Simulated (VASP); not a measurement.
# AlN in VASP: further runs

AlN is run at these levels: LDA; tasks: single point.

Program: VASP 6.6.1. These are calculated values, not measurements. Logs are shortened: lines on timing, memory, paths and dates and some standing lists are left out, and cuts for length are marked.

## 1. The cell of the first run

It takes space group Fm-3m (No. 225, cubic). The conventional cell has a = 3.982 Å, b = 3.982 Å, c = 3.982 Å, α = 90.00°, β = 90.00°, γ = 90.00°. Al (site symmetry m-3m) has 6 N at 1.99 Å within 2.6 Å. N (site symmetry m-3m) has 6 Al at 1.99 Å within 2.6 Å.

## 2. Single point, LDA (volume scaled by 1.02)

The input, INCAR:

```
SYSTEM = AlN
PREC = Accurate
ENCUT = 520
EDIFF = 1E-6
ISMEAR = -1
SIGMA = 0.02
LREAL = .FALSE.
LASPH = .TRUE.
NELM = 80
ALGO = Normal
ISIF = 2
LWAVE = .FALSE.
LCHARG = .FALSE.
NBANDS = 11
```

The input, KPOINTS:

```
Automatic mesh
0
G
  10 10 10
  0 0 0
```

The input, POSCAR:

```
AlN
1.0
    0.0000000000      1.9910997195      1.9910997195
    1.9910997195      0.0000000000      1.9910997195
    1.9910997195      1.9910997195      0.0000000000
Al N
1 1
Direct
    0.0000000000      0.0000000000      0.0000000000
    0.5000000000      0.5000000000      0.5000000000
```

Potentials or basis: VASP PAW LDA potentials, release 64 (Al, N).

The run is started by

```
> cat potpaw_LDA.64/Al/POTCAR potpaw_LDA.64/N/POTCAR > POTCAR
> mpirun -np 1 vasp_std > vasp.out
```

OUTCAR:

```text
SYSTEM = AlN
   PREC = Accurate
   ENCUT = 520
   EDIFF = 1E-6
   ISMEAR = -1
   LREAL = .FALSE.
   LASPH = .TRUE.
   NELM = 80
   ISIF = 2

 ion  position               nearest neighbor table
   1  0.000  0.000  0.000-   2 1.99   2 1.99   2 1.99   2 1.99   2 1.99   2 1.99
   2  0.500  0.500  0.500-   1 1.99   1 1.99   1 1.99   1 1.99   1 1.99   1 1.99

  LATTYP: Found a face centered cubic cell.
 ALAT       =     3.9821994390

  Lattice vectors:

 A1 = (   0.0000000000,   1.9910997195,   1.9910997195)
 A2 = (   1.9910997195,   0.0000000000,   1.9910997195)
 A3 = (   1.9910997195,   1.9910997195,   0.0000000000)

Analysis of symmetry for initial positions (statically):
=====================================================================
 Subroutine PRICEL returns:
 Original cell was already a primitive cell.

 Routine SETGRP: Setting up the symmetry group for a
 face centered cubic supercell.

 Subroutine GETGRP returns: Found 48 space group operations
 (whereof 48 operations were pure point group operations)
 out of a pool of 48 trial point group operations.

The static configuration has the point symmetry O_h .

Analysis of symmetry for dynamics (positions and initial velocities):
=====================================================================
 Subroutine PRICEL returns:
 Original cell was already a primitive cell.

 Routine SETGRP: Setting up the symmetry group for a
 face centered cubic supercell.

 Subroutine GETGRP returns: Found 48 space group operations
 (whereof 48 operations were pure point group operations)
 out of a pool of 48 trial point group operations.

The dynamic configuration has the point symmetry O_h .

 Subroutine INISYM returns: Found 48 space group operations
 (whereof 48 operations are pure point group operations),
 and found     1 'primitive' translations

----------------------------------------------------------------------------------------

                                     Primitive cell

  volume of cell :      15.7873

  direct lattice vectors                    reciprocal lattice vectors
     0.000000000  1.991099719  1.991099719    -0.251117508  0.251117508  0.251117508
     1.991099719  0.000000000  1.991099719     0.251117508 -0.251117508  0.251117508
     1.991099719  1.991099719  0.000000000     0.251117508  0.251117508 -0.251117508

  length of vectors
     2.815840227  2.815840227  2.815840227     0.434948283  0.434948283  0.434948283

  position of ions in fractional coordinates (direct lattice)
     0.000000000  0.000000000  0.000000000
     0.500000000  0.500000000  0.500000000

  ion indices of the primitive-cell ions
   primitive index   ion index
                 1           1
                 2           2

----------------------------------------------------------------------------------------

 KPOINTS: Automatic mesh

Automatic generation of k-mesh.
 Grid dimensions read from file:
 generate k-points for:   10   10   10

 Generating k-lattice:

  Cartesian coordinates                     Fractional coordinates (reciprocal lattice)
    -0.025111751  0.025111751  0.025111751     0.100000000  0.000000000  0.000000000
     0.025111751 -0.025111751  0.025111751     0.000000000  0.100000000  0.000000000
     0.025111751  0.025111751 -0.025111751     0.000000000  0.000000000  0.100000000

  Length of vectors
     0.043494828  0.043494828  0.043494828

  Shift w.r.t. Gamma in fractional coordinates (k-lattice)
     0.000000000  0.000000000  0.000000000

 Subroutine IBZKPT returns following result:
 ===========================================

 Found     47 irreducible k-points:

 Following reciprocal coordinates:
            Coordinates               Weight
  0.000000  0.000000  0.000000      1.000000
  0.100000  0.000000  0.000000      8.000000
  0.200000  0.000000  0.000000      8.000000
  0.300000  0.000000  0.000000      8.000000
  0.400000  0.000000  0.000000      8.000000
  0.500000  0.000000  0.000000      4.000000
[... 16 lines left out ...]
  0.300000  0.300000  0.000000      6.000000
  0.400000  0.300000  0.000000     24.000000
 [... further k-points ...]
   k-points           NKPTS =     47   k-points in BZ     NKDIM =     47   number of bands    NBANDS=     11
   number of dos      NEDOS =    301   number of ions     NIONS =      2
   total plane-waves  NPLWV =  13824
   dimension x,y,z NGX =    24 NGY =   24 NGZ =   24
   dimension x,y,z NGXF=    48 NGYF=   48 NGZF=   48
   ions per type =               1   1
   NGX,Y,Z   is equivalent  to a cutoff of  14.17, 14.17, 14.17 a.u.
   NGXF,Y,Z  is equivalent  to a cutoff of  28.34, 28.34, 28.34 a.u.
 SYSTEM =  AlN
   PREC   = accura    normal or accurate (medium, high low for compatibility)
   ISTART =      0    job   : 0-new  1-cont  2-samecut
   ICHARG =      2    charge: 1-file 2-atom 10-const
   ISPIN  =      1    spin polarized calculation?
   LNONCOLLINEAR =      F non collinear calculations
   LSORBIT =      F    spin-orbit coupling
   LASPH  =      T    aspherical Exc in radial PAW
   ENCUT  =  520.0 eV  38.22 Ry    6.18 a.u.   5.24  5.24  5.24*2*pi/ulx,y,z
   NELM   =     80;   NELMIN=  2; NELMDL= -5     # of ELM steps
   EDIFF  = 0.1E-05   stopping-criterion for ELM
   LREAL  =      F    real-space projection
   EDIFFG = 0.1E-04   stopping-criterion for IOM
   NSW    =      0    number of steps for IOM
   IBRION =     -1    ionic relax: 0-MD 1-quasi-New 2-CG
   NFREE  =      0    steps in history (QN), initial steepest desc. (CG)
   ISIF   =      2    stress and relaxation
   ISYM   =      2    0-nonsym 1-usesym 2-fastsym
   POTIM  = 0.5000    time-step for ionic-motion
   TEBEG  =    0.0;   TEEND  =   0.0 temperature during run
   PSTRESS=    0.0 pullay stress
   NELECT =       8.0000    total number of electrons
   NUPDOWN=      -1.0000    fix difference up-down
   EMIN   =  10.00;   EMAX   =-10.00  energy-range for DOS
   EFERMI =   0.00;   METHOD = LEGACY
   ISMEAR =    -1;   SIGMA  =   0.02  broadening in eV -4-tet -1-fermi 0-gaus
   EFERMI_NEDOS =   21; number of points for ismear=-14 and -15
   IALGO  =     38    algorithm
   IMIX   =      4    mixing-type and parameters
     AMIX     =   0.40;   BMIX     =  1.00
     AMIX_MAG =   1.60;   BMIX_MAG =  1.00
  volume/ion in A,a.u.               =       7.89        53.27
  Fermi-wavevector in a.u.,A,eV,Ry     =   1.305174  2.466422 23.177249  1.703480
  Thomas-Fermi vector in A             =   2.436061
   LORBIT       =      0    0 simple, 1 ext, 2 COOP (PROOUT), +10 PAW based schemes
   GGA     = CA    functional components
   LHFCALC =     F    Hartree Fock is set to
   AEXX    =    0.0000 exact exchange contribution
   IVDW    =     0    specifies the selected vdW correction
   LEPSILON=     F    determine dielectric tensor
   LRPA    =     F    only Hartree local field effects (RPA)
 non-spin polarized calculation
  energy-cutoff  :      520.00
  volume of cell :       15.79
 maximum number of plane-waves:       444
 NGX is ok and might be reduce to    24
   NGX = 11   NGY = 11   NGZ = 11

 number of electron       7.9999999 magnetization

 Free energy of the ion-electron system (eV)
  ---------------------------------------------------
  ext. energy  EPLUGINS =         0.00000000
  ---------------------------------------------------
  free energy    TOTEN  =       -16.22228845 eV

  energy without entropy =      -16.22228845  energy(sigma->0) =      -16.22228845

 E-fermi :  10.7373     XC(G=0): -12.7892

 val. band max:       10.3165944972   @ k =   0.0000   0.0000   0.0000
 cond. band min:      15.2238211256   @ k =   0.5000   0.5000   0.0000
 fundamental gap:      4.9072266284
 Fermi energy:        10.7373231863

 k-point     1 :       0.0000    0.0000    0.0000
  band No.  band energies     occupation
      1      -7.5152      2.00000
      2      10.3166      2.00000
      3      10.3166      2.00000
      4      10.3166      2.00000
      5      16.7646      0.00000
      6      22.4793      0.00000
      7      22.4793      0.00000
      8      22.4793      0.00000
      9      27.8297      0.00000
     10      28.2827      0.00000
     11      28.2827      0.00000

 k-point     2 :       0.1000    0.0000    0.0000
  band No.  band energies     occupation
      1      -7.2990      2.00000
      2       9.3066      2.00000
      3      10.1830      2.00000
      4      10.1830      2.00000
      5      17.3326      0.00000
      6      21.6012      0.00000
      7      22.8012      0.00000
      8      22.8012      0.00000
      9      26.7706      0.00000
     10      26.7706      0.00000
     11      28.9501      0.00000

 k-point     3 :       0.2000    0.0000    0.0000
  band No.  band energies     occupation
      1      -6.6677      2.00000
      2       7.1147      2.00000
      3       9.8600      2.00000
      4       9.8600      2.00000
      5      17.7818      0.00000
      6      21.2781      0.00000
      7      23.0667      0.00000
      8      23.0667      0.00000
      9      26.1379      0.00000
     10      26.1379      0.00000
     11      28.3264      0.00000

 k-point     4 :       0.3000    0.0000    0.0000
  band No.  band energies     occupation
      1      -5.6916      2.00000
      2       4.6850      2.00000
      3       9.5035      2.00000
      4       9.5035      2.00000
      5      17.3332      0.00000
      6      22.3882      0.00000
      7      22.3882      0.00000
      8      22.4242      0.00000
      9      27.4603      0.00000
     10      27.6282      0.00000
     11      27.6282      0.00000
[... 239 lines left out ...]
 k-point    22 :      -0.2000    0.2000    0.0000
  band No.  band energies     occupation
      1      -5.3760      2.00000
      2       5.2803      2.00000
      3       7.2045      2.00000
      4       9.5648      2.00000
      5      19.4194      0.00000
      6      20.4233      0.00000
      7      21.5137      0.00000
      8      23.1090      0.00000
      9      25.4335      0.00000
     10      29.7058      0.00000
     11      31.2744      0.00000

 k-point    23 :       0.3000    0.3000    0.0000
  band No.  band energies     occupation
      1      -5.1181      2.00000
      2       5.4122      2.00000
      3       8.1872      2.00000
      4       8.1872      2.00000
      5      16.8688      0.00000
      6      17.5503      0.00000
      7      22.5089      0.00000
      8      26.3000      0.00000
      9      26.3000      0.00000
     10      31.1120      0.00000
     11      34.7954      0.00000

 k-point    24 :       0.4000    0.3000    0.0000
  band No.  band energies     occupation
      1      -4.2953      2.00000
      2       4.3026      2.00000
      3       7.3716      2.00000
      4       7.9175      2.00000
      5      16.5746      0.00000
      6      17.3276      0.00000
      7      22.9460      0.00000
      8      26.2761      0.00000
      9      27.0873      0.00000
     10      32.4583      0.00000
     11      35.4702      0.00000

 [... further k-points ...]
[... 5 lines left out ...]
  --------------------------------------------------------------------------------------
  -------------------------------------------------------------------------------------
  Total        0.6851437      0.6851437      0.6851437      0.0000000      0.0000000     -0.0000000
  in kB       69.5317579     69.5317579     69.5317579      0.0000000      0.0000000     -0.0000000
  external PRESSURE =      69.5317579 kB  Pullay stress =       0.0000000 kB

 VOLUME and BASIS-vectors are now :
 -----------------------------------------------------------------------------
  energy-cutoff  :      520.00
  volume of cell :       15.79
      direct lattice vectors                 reciprocal lattice vectors
     0.000000000  1.991099719  1.991099719    -0.251117508  0.251117508  0.251117508
     1.991099719  0.000000000  1.991099719     0.251117508 -0.251117508  0.251117508
     1.991099719  1.991099719  0.000000000     0.251117508  0.251117508 -0.251117508

 POSITION                                       TOTAL-FORCE (eV/Angst)
 -----------------------------------------------------------------------------------
      0.00000      0.00000      0.00000        -0.000000     -0.000000      0.000000
      1.99110      1.99110      1.99110         0.000000      0.000000     -0.000000
 -----------------------------------------------------------------------------------
    total drift:                               -0.000000     -0.000000      0.000000

  FREE ENERGIE OF THE ION-ELECTRON SYSTEM (eV)
  ---------------------------------------------------
  free  energy   TOTEN  =       -16.2222884482 eV

  energy  without entropy=      -16.2222884482  energy(sigma->0) =      -16.22228845
```

It took 11 s on 1 thread of Intel Xeon 8259CL, shared host; peak memory 0.12 GiB.

What came out:

```
Free energy            : -16.2223 eV
Pressure               : 7.0 GPa
Band gap on the k mesh : 4.91 eV, indirect (least direct gap 6.45 eV)
```

Levels at points of the mesh, in eV from the valence-band top:
| k point | band 1 | band 2 | band 3 | band 4 | band 5 | band 6 | band 7 | band 8 |
| --- | --- | --- | --- | --- | --- | --- | --- | --- |
| (0.00, 0.00, 0.00) | -17.83 | 0.00 | 0.00 | 0.00 | 6.45 | 12.16 | 12.16 | 12.16 |
| (0.50, 0.00, 0.00) | -14.31 | -8.64 | -1.17 | -1.17 | 6.42 | 11.18 | 11.18 | 13.81 |
| (0.50, 0.50, 0.00) | -13.23 | -7.73 | -2.93 | -2.93 | 4.91 | 5.11 | 14.45 | 17.71 |

 A k mesh can miss the band edges.

(Continued in part 2 of 2.)
